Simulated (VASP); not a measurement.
A run of VASP 6.6.1 is set up as follows.

Contents of INCAR:

```
SYSTEM = Sn2Te3Se
PREC = Accurate
ENCUT = 520
EDIFF = 1E-6
ISMEAR = 0
SIGMA = 0.1
LREAL = .False.
LASPH = .True.
NELM = 100
ALGO = Normal
ISIF = 2
LWAVE = .False.
LCHARG = .False.
GGA = PE
NBANDS = 35
```

File KPOINTS:

```
regular mesh
0
Gamma
  6 6 2
  0 0 0
```

File POSCAR:

```
Sn2Te3Se
1.0
    4.7936443900      0.0000000000      0.0000000000
   -2.3968222000      4.1514178200      0.0000000000
    0.0000000000      0.0000000000     10.0953369700
Sn Te Se
2 3 1
Direct
    0.3333333300      0.6666666700      0.2462391900
    0.3333333300      0.6666666700      0.7537608100
    0.6666666700      0.3333333300      0.5000000000
    0.0000000000      0.0000000000      0.0000000000
    0.0000000000      0.0000000000      0.5000000000
    0.6666666700      0.3333333300      0.0000000000
```

Potentials or basis: VASP PAW PBE potentials, release 64 (Sn_d, Te, Se).

The run is started by

```bash
$ cat potpaw_PBE.64/Sn_d/POTCAR potpaw_PBE.64/Te/POTCAR potpaw_PBE.64/Se/POTCAR > POTCAR
$ mpirun -np 1 vasp_std > vasp.out
```

(1) Predict the largest force.

(2) Estimate the pressure.

Results:

(1) 0.225 eV/Å.

(2) 2.8 GPa.

Caveat: the stress differs along the axes, from -6 to 7 GPa.
